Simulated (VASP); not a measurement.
# GaAs (F-43m) in VASP: a series of runs, part 2 of 3

VASP 6.6.1. Earlier steps stand in the parts before.

### Step 3. Single point, PBEsol

This run uses another cell than the first one, of 20.26 Å³/atom, 1.042 times its volume.

Contents of INCAR:

```
SYSTEM = GaAs
ALGO = Normal ; EDIFF = 1E-6
ENCUT = 520 ; GGA = PS
ISIF = 2 ; ISMEAR = 0
LASPH = .TRUE. ; LCHARG = .FALSE.
LREAL = .FALSE. ; LWAVE = .FALSE.
NBANDS = 16 ; NELM = 60
PREC = Accurate ; SIGMA = 0.01
```

Contents of KPOINTS:

```
k-points
0
G
  8 8 8
  0 0 0
```

Contents of POSCAR:

```
GaAs
1.0
    0.0000000000      2.7262406153      2.7262406153
    2.7262406153      0.0000000000      2.7262406153
    2.7262406153      2.7262406153      0.0000000000
Ga As
1 1
Direct
    0.0000000000      0.0000000000      0.0000000000
    0.7500000000      0.7500000000      0.7500000000
```

Potentials or basis: VASP PAW PBE potentials, release 64 (Ga_d, As).

Launch:

```bash
$ cat potpaw_PBE.64/Ga_d/POTCAR potpaw_PBE.64/As/POTCAR > POTCAR
$ mpirun -np 1 vasp_std > vasp.out
```

OUTCAR:

```text
SYSTEM = GaAs
   EDIFF = 1E-6
   ENCUT = 520
   GGA = PS
   ISIF = 2
   ISMEAR = 0
   LASPH = .TRUE.
   LREAL = .FALSE.
   NELM = 60
   PREC = Accurate

 ion  position               nearest neighbor table
   1  0.000  0.000  0.000-   2 2.36   2 2.36   2 2.36   2 2.36
   2  0.750  0.750  0.750-   1 2.36   1 2.36   1 2.36   1 2.36

  LATTYP: Found a face centered cubic cell.
 ALAT       =     5.4524812306

  Lattice vectors:

 A1 = (   0.0000000000,   2.7262406153,   2.7262406153)
 A2 = (   2.7262406153,   0.0000000000,   2.7262406153)
 A3 = (   2.7262406153,   2.7262406153,   0.0000000000)

Analysis of symmetry for initial positions (statically):
=====================================================================
 Subroutine PRICEL returns:
 Original cell was already a primitive cell.

 Routine SETGRP: Setting up the symmetry group for a
 face centered cubic supercell.

 Subroutine GETGRP returns: Found 24 space group operations
 (whereof 24 operations were pure point group operations)
 out of a pool of 48 trial point group operations.

The static configuration has the point symmetry T_d .

Analysis of symmetry for dynamics (positions and initial velocities):
=====================================================================
 Subroutine PRICEL returns:
 Original cell was already a primitive cell.

 Routine SETGRP: Setting up the symmetry group for a
 face centered cubic supercell.

 Subroutine GETGRP returns: Found 24 space group operations
 (whereof 24 operations were pure point group operations)
 out of a pool of 48 trial point group operations.

The dynamic configuration has the point symmetry T_d .

 Subroutine INISYM returns: Found 24 space group operations
 (whereof 24 operations are pure point group operations),
 and found     1 'primitive' translations

----------------------------------------------------------------------------------------

                                     Primitive cell

  volume of cell :      40.5250

  direct lattice vectors                    reciprocal lattice vectors
     0.000000000  2.726240615  2.726240615    -0.183402740  0.183402740  0.183402740
     2.726240615  0.000000000  2.726240615     0.183402740 -0.183402740  0.183402740
     2.726240615  2.726240615  0.000000000     0.183402740  0.183402740 -0.183402740

  length of vectors
     3.855486452  3.855486452  3.855486452     0.317662865  0.317662865  0.317662865

  position of ions in fractional coordinates (direct lattice)
     0.000000000  0.000000000  0.000000000
     0.750000000  0.750000000  0.750000000

  ion indices of the primitive-cell ions
   primitive index   ion index
                 1           1
                 2           2

----------------------------------------------------------------------------------------

 KPOINTS: k-points

Automatic generation of k-mesh.
 Grid dimensions read from file:
 generate k-points for:    8    8    8

 Generating k-lattice:

  Cartesian coordinates                     Fractional coordinates (reciprocal lattice)
    -0.022925343  0.022925343  0.022925343     0.125000000  0.000000000  0.000000000
     0.022925343 -0.022925343  0.022925343     0.000000000  0.125000000  0.000000000
     0.022925343  0.022925343 -0.022925343     0.000000000  0.000000000  0.125000000

  Length of vectors
     0.039707858  0.039707858  0.039707858

  Shift w.r.t. Gamma in fractional coordinates (k-lattice)
     0.000000000  0.000000000  0.000000000

 Subroutine IBZKPT returns following result:
 ===========================================

 Found     29 irreducible k-points:

 Following reciprocal coordinates:
            Coordinates               Weight
  0.000000  0.000000  0.000000      1.000000
  0.125000  0.000000  0.000000      8.000000
  0.250000  0.000000  0.000000      8.000000
  0.375000  0.000000  0.000000      8.000000
  0.500000  0.000000  0.000000      4.000000
  0.125000  0.125000  0.000000      6.000000
[... 16 lines left out ...]
  0.500000  0.250000  0.125000     48.000000
 -0.375000  0.250000  0.125000     24.000000
 [... further k-points ...]
   k-points           NKPTS =     29   k-points in BZ     NKDIM =     29   number of bands    NBANDS=     16
   number of dos      NEDOS =    301   number of ions     NIONS =      2
   total plane-waves  NPLWV =  27000
   dimension x,y,z NGX =    30 NGY =   30 NGZ =   30
   dimension x,y,z NGXF=    60 NGYF=   60 NGZF=   60
   ions per type =               1   1
   NGX,Y,Z   is equivalent  to a cutoff of  12.94, 12.94, 12.94 a.u.
   NGXF,Y,Z  is equivalent  to a cutoff of  25.87, 25.87, 25.87 a.u.
 SYSTEM =  GaAs
   PREC   = accura    normal or accurate (medium, high low for compatibility)
   ISTART =      0    job   : 0-new  1-cont  2-samecut
   ICHARG =      2    charge: 1-file 2-atom 10-const
   ISPIN  =      1    spin polarized calculation?
   LNONCOLLINEAR =      F non collinear calculations
   LSORBIT =      F    spin-orbit coupling
   LASPH  =      T    aspherical Exc in radial PAW
   ENCUT  =  520.0 eV  38.22 Ry    6.18 a.u.   7.17  7.17  7.17*2*pi/ulx,y,z
   NELM   =     60;   NELMIN=  2; NELMDL= -5     # of ELM steps
   EDIFF  = 0.1E-05   stopping-criterion for ELM
   LREAL  =      F    real-space projection
   EDIFFG = 0.1E-04   stopping-criterion for IOM
   NSW    =      0    number of steps for IOM
   IBRION =     -1    ionic relax: 0-MD 1-quasi-New 2-CG
   NFREE  =      0    steps in history (QN), initial steepest desc. (CG)
   ISIF   =      2    stress and relaxation
   ISYM   =      2    0-nonsym 1-usesym 2-fastsym
   POTIM  = 0.5000    time-step for ionic-motion
   TEBEG  =    0.0;   TEEND  =   0.0 temperature during run
   PSTRESS=    0.0 pullay stress
   NELECT =      18.0000    total number of electrons
   NUPDOWN=      -1.0000    fix difference up-down
   EMIN   =  10.00;   EMAX   =-10.00  energy-range for DOS
   EFERMI =   0.00;   METHOD = LEGACY
   ISMEAR =     0;   SIGMA  =   0.01  broadening in eV -4-tet -1-fermi 0-gaus
   EFERMI_NEDOS =   21; number of points for ismear=-14 and -15
   IALGO  =     38    algorithm
   IMIX   =      4    mixing-type and parameters
     AMIX     =   0.40;   BMIX     =  1.00
     AMIX_MAG =   1.60;   BMIX_MAG =  1.00
  volume/ion in A,a.u.               =      20.26       136.74
  Fermi-wavevector in a.u.,A,eV,Ry     =   1.249084  2.360426 21.227941  1.560210
  Thomas-Fermi vector in A             =   2.383140
   LORBIT       =      0    0 simple, 1 ext, 2 COOP (PROOUT), +10 PAW based schemes
   GGA     = PS    functional components
   LHFCALC =     F    Hartree Fock is set to
   AEXX    =    0.0000 exact exchange contribution
   IVDW    =     0    specifies the selected vdW correction
   LEPSILON=     F    determine dielectric tensor
   LRPA    =     F    only Hartree local field effects (RPA)
 non-spin polarized calculation
 Gauss-broadening in eV      SIGMA  =   0.01
  energy-cutoff  :      520.00
  volume of cell :       40.52
 maximum number of plane-waves:      1106
 NGX is ok and might be reduce to    30
   NGX = 15   NGY = 15   NGZ = 15

 number of electron      17.9999989 magnetization

 Free energy of the ion-electron system (eV)
  ---------------------------------------------------
  ext. energy  EPLUGINS =         0.00000000
  ---------------------------------------------------
  free energy    TOTEN  =        -8.94714313 eV

  energy without entropy =       -8.94714313  energy(sigma->0) =       -8.94714313

 E-fermi :   4.9407     XC(G=0): -10.2678

 val. band max:        4.8908501805   @ k =   0.0000   0.0000   0.0000
 cond. band min:       6.0115236057   @ k =   0.5000   0.5000   0.0000
 fundamental gap:      1.1206734252
 Fermi energy:         4.9407226552

 k-point     1 :       0.0000    0.0000    0.0000
  band No.  band energies     occupation
      1     -10.1278      2.00000
      2     -10.1278      2.00000
      3     -10.1278      2.00000
      4     -10.0167      2.00000
      5     -10.0167      2.00000
      6      -8.7059      2.00000
[... 8 lines left out ...]
     15      15.2750      0.00000
     16      15.2750      0.00000

 k-point     2 :       0.1250    0.0000    0.0000
  band No.  band energies     occupation
      1     -10.1526      2.00000
      2     -10.1226      2.00000
      3     -10.1226      2.00000
      4     -10.0171      2.00000
      5     -10.0171      2.00000
      6      -8.4882      2.00000
[... 8 lines left out ...]
     15      14.2588      0.00000
     16      14.2588      0.00000
[... 387 lines left out ...]
      5     -10.0102      2.00000
      6      -6.6093      2.00000
[... 8 lines left out ...]
     15      16.1619      0.00000
     16      17.5703      0.00000

 k-point    24 :      -0.3750    0.2500    0.1250
  band No.  band energies     occupation
      1     -10.2632      2.00000
      2     -10.0923      2.00000
      3     -10.0812      2.00000
      4     -10.0240      2.00000
      5     -10.0121      2.00000
      6      -6.1525      2.00000
[... 8 lines left out ...]
     15      16.7304      0.00000
     16      17.6072      0.00000

 [... further k-points ...]
[... 5 lines left out ...]
  --------------------------------------------------------------------------------------
  -------------------------------------------------------------------------------------
  Total        2.5951549      2.5951549      2.5951549      0.0000000      0.0000000      0.0000000
  in kB      102.6009344    102.6009344    102.6009344      0.0000000      0.0000000      0.0000000
  external PRESSURE =     102.6009344 kB  Pullay stress =       0.0000000 kB

 VOLUME and BASIS-vectors are now :
 -----------------------------------------------------------------------------
  energy-cutoff  :      520.00
  volume of cell :       40.52
      direct lattice vectors                 reciprocal lattice vectors
     0.000000000  2.726240615  2.726240615    -0.183402740  0.183402740  0.183402740
     2.726240615  0.000000000  2.726240615     0.183402740 -0.183402740  0.183402740
     2.726240615  2.726240615  0.000000000     0.183402740  0.183402740 -0.183402740

 POSITION                                       TOTAL-FORCE (eV/Angst)
 -----------------------------------------------------------------------------------
      0.00000      0.00000      0.00000         0.000000      0.000000     -0.000000
      4.08936      4.08936      4.08936        -0.000000     -0.000000      0.000000
 -----------------------------------------------------------------------------------
    total drift:                                0.000000      0.000000      0.000000

  FREE ENERGIE OF THE ION-ELECTRON SYSTEM (eV)
  ---------------------------------------------------
  free  energy   TOTEN  =        -8.9471431270 eV

  energy  without entropy=       -8.9471431270  energy(sigma->0) =       -8.94714313
```

It took 10 s on 1 thread of AMD EPYC 9R45 (Zen 5), shared host; peak memory 0.14 GiB.

What came out:

- Free energy: -8.9471 eV
- Pressure: 10.3 GPa
- Band gap on the k mesh: 1.12 eV, indirect (least direct gap 1.30 eV)

Caveat: the PAW data sets were made with another functional, which shifts forces and pressure a little.

### Step 4. Single point, PBEsol

This run uses another cell than the first one, of 20.84 Å³/atom, 1.072 times its volume.

Contents of INCAR:

```
  ALGO = Normal
  EDIFF = 1E-6
  ENCUT = 520
  GGA = PS
  ISIF = 2
  ISMEAR = 0
  LASPH = T
  LCHARG = F
  LREAL = F
  LWAVE = F
  NBANDS = 16
  NELM = 100
  PREC = Accurate
  SIGMA = 0.01
```

Contents of KPOINTS:

```
k-points
0
Gamma
  8 8 8
```

Contents of POSCAR:

```
GaAs
1.0
    0.0000000000      2.7520923877      2.7520923877
    2.7520923877      0.0000000000      2.7520923877
    2.7520923877      2.7520923877      0.0000000000
Ga As
1 1
Direct
    0.0000000000      0.0000000000      0.0000000000
    0.7500000000      0.7500000000      0.7500000000
```

Potentials or basis: VASP PAW PBE potentials, release 64 (Ga_d, As).

Launch:

```bash
$ cat potpaw_PBE.64/Ga_d/POTCAR potpaw_PBE.64/As/POTCAR > POTCAR
$ mpirun -np 1 vasp_std > vasp.out
```

OUTCAR:

```text
EDIFF = 1E-6
   ENCUT = 520
   GGA = PS
   ISIF = 2
   ISMEAR = 0
   LASPH = T
   LREAL = F
   NELM = 100
   PREC = Accurate

 ion  position               nearest neighbor table
   1  0.000  0.000  0.000-   2 2.38   2 2.38   2 2.38   2 2.38
   2  0.750  0.750  0.750-   1 2.38   1 2.38   1 2.38   1 2.38

  LATTYP: Found a face centered cubic cell.
 ALAT       =     5.5041847754

  Lattice vectors:

 A1 = (   0.0000000000,   2.7520923877,   2.7520923877)
 A2 = (   2.7520923877,   0.0000000000,   2.7520923877)
 A3 = (   2.7520923877,   2.7520923877,   0.0000000000)

Analysis of symmetry for initial positions (statically):
=====================================================================
 Subroutine PRICEL returns:
 Original cell was already a primitive cell.

 Routine SETGRP: Setting up the symmetry group for a
 face centered cubic supercell.

 Subroutine GETGRP returns: Found 24 space group operations
 (whereof 24 operations were pure point group operations)
 out of a pool of 48 trial point group operations.

The static configuration has the point symmetry T_d .

Analysis of symmetry for dynamics (positions and initial velocities):
=====================================================================
 Subroutine PRICEL returns:
 Original cell was already a primitive cell.

 Routine SETGRP: Setting up the symmetry group for a
 face centered cubic supercell.

 Subroutine GETGRP returns: Found 24 space group operations
 (whereof 24 operations were pure point group operations)
 out of a pool of 48 trial point group operations.

The dynamic configuration has the point symmetry T_d .

 Subroutine INISYM returns: Found 24 space group operations
 (whereof 24 operations are pure point group operations),
 and found     1 'primitive' translations

----------------------------------------------------------------------------------------

[... 105 lines left out ...]
   EMIN   =  10.00;   EMAX   =-10.00  energy-range for DOS
   EFERMI =   0.00;   METHOD = LEGACY
   ISMEAR =     0;   SIGMA  =   0.01  broadening in eV -4-tet -1-fermi 0-gaus
   EFERMI_NEDOS =   21; number of points for ismear=-14 and -15
   IALGO  =     38    algorithm
   IMIX   =      4    mixing-type and parameters
     AMIX     =   0.40;   BMIX     =  1.00
     AMIX_MAG =   1.60;   BMIX_MAG =  1.00
  volume/ion in A,a.u.               =      20.84       140.66
  Fermi-wavevector in a.u.,A,eV,Ry     =   1.237350  2.338253 20.831005  1.531036
  Thomas-Fermi vector in A             =   2.371921
   LORBIT       =      0    0 simple, 1 ext, 2 COOP (PROOUT), +10 PAW based schemes
   GGA     = PS    functional components
   LHFCALC =     F    Hartree Fock is set to
   AEXX    =    0.0000 exact exchange contribution
   IVDW    =     0    specifies the selected vdW correction
   LEPSILON=     F    determine dielectric tensor
   LRPA    =     F    only Hartree local field effects (RPA)
 non-spin polarized calculation
 Gauss-broadening in eV      SIGMA  =   0.01
  energy-cutoff  :      520.00
  volume of cell :       41.69
 maximum number of plane-waves:      1139
 NGX is ok and might be reduce to    30
   NGX = 15   NGY = 15   NGZ = 15

 number of electron      18.0000002 magnetization

 Free energy of the ion-electron system (eV)
  ---------------------------------------------------
  ext. energy  EPLUGINS =         0.00000000
  ---------------------------------------------------
  free energy    TOTEN  =        -9.01030552 eV

  energy without entropy =       -9.01030552  energy(sigma->0) =       -9.01030552

 E-fermi :   4.6595     XC(G=0): -10.1370

 val. band max:        4.5952627515   @ k =   0.0000   0.0000   0.0000
 cond. band min:       5.6686569431   @ k =   0.0000   0.0000   0.0000
 fundamental gap:      1.0733941916
 Fermi energy:         4.6594768448

 k-point     1 :       0.0000    0.0000    0.0000
  band No.  band energies     occupation
      1     -10.3514      2.00000
      2     -10.3514      2.00000
      3     -10.3514      2.00000
      4     -10.2493      2.00000
      5     -10.2493      2.00000
      6      -8.7699      2.00000
[... 433 lines left out ...]
      3     -10.3088      2.00000
      4     -10.2557      2.00000
      5     -10.2450      2.00000
      6      -6.3341      2.00000
[... 8 lines left out ...]
     15      16.3462      0.00000
     16      17.1347      0.00000

 [... further k-points ...]
[... 5 lines left out ...]
  --------------------------------------------------------------------------------------
  -------------------------------------------------------------------------------------
  Total        1.8796579      1.8796579      1.8796579      0.0000000      0.0000000     -0.0000000
  in kB       72.2387771     72.2387771     72.2387771      0.0000000      0.0000000     -0.0000000
  external PRESSURE =      72.2387771 kB  Pullay stress =       0.0000000 kB

 VOLUME and BASIS-vectors are now :
 -----------------------------------------------------------------------------
  energy-cutoff  :      520.00
  volume of cell :       41.69
      direct lattice vectors                 reciprocal lattice vectors
     0.000000000  2.752092388  2.752092388    -0.181679947  0.181679947  0.181679947
     2.752092388  0.000000000  2.752092388     0.181679947 -0.181679947  0.181679947
     2.752092388  2.752092388  0.000000000     0.181679947  0.181679947 -0.181679947

 POSITION                                       TOTAL-FORCE (eV/Angst)
 -----------------------------------------------------------------------------------
      0.00000      0.00000      0.00000         0.000000      0.000000      0.000000
      4.12814      4.12814      4.12814        -0.000000     -0.000000     -0.000000
 -----------------------------------------------------------------------------------
    total drift:                               -0.000000     -0.000000      0.000000

  FREE ENERGIE OF THE ION-ELECTRON SYSTEM (eV)
  ---------------------------------------------------
  free  energy   TOTEN  =        -9.0103055225 eV

  energy  without entropy=       -9.0103055225  energy(sigma->0) =       -9.01030552
```

stdout:

```text
POSCAR found type information on POSCAR GaAs
 POSCAR found :  2 types and       2 ions
 scaLAPACK will be used
 -----------------------------------------------------------------------------
|                                                                             |
|                                                                             |
|     You enforced a specific xc type in the INCAR file but a different       |
|     I HOPE YOU KNOW WHAT YOU ARE DOING!                                     |
|                                                                             |
 -----------------------------------------------------------------------------

 LDA part: xc-table for (Slater+PW92), standard interpolation
 POSCAR, INCAR and KPOINTS ok, starting setup
 FFT: planning ... GRIDC
 FFT: planning ... GRID_SOFT
 FFT: planning ... GRID
 WAVECAR not read
 entering main loop
```

It took 10 s on 1 thread of AMD EPYC 9R45 (Zen 5), shared host; peak memory 0.14 GiB.

Results:

```
Free energy            : -9.0103 eV
Pressure               : 7.2 GPa
Band gap on the k mesh : 1.07 eV, direct
```

Levels at points of the mesh, in eV from the valence-band top:
| k point | band 5 | band 6 | band 7 | band 8 | band 9 | band 10 | band 11 | band 12 | band 13 | band 14 |
| --- | --- | --- | --- | --- | --- | --- | --- | --- | --- | --- |
| (0.00, 0.00, 0.00) | -14.84 | -13.37 | 0.00 | 0.00 | 0.00 | 1.07 | 3.70 | 3.70 | 3.70 | 7.64 |
| (0.50, 0.00, 0.00) | -14.84 | -11.32 | -7.15 | -1.28 | -1.28 | 1.16 | 4.60 | 4.60 | 7.63 | 10.90 |
| (0.50, 0.50, 0.00) | -14.83 | -10.47 | -7.25 | -3.00 | -3.00 | 1.18 | 1.51 | 10.78 | 10.78 | 11.64 |

Caveat: the PAW data sets were made with another functional, which shifts forces and pressure a little. A k mesh can miss the band edges.

[end of part 2 of 3]
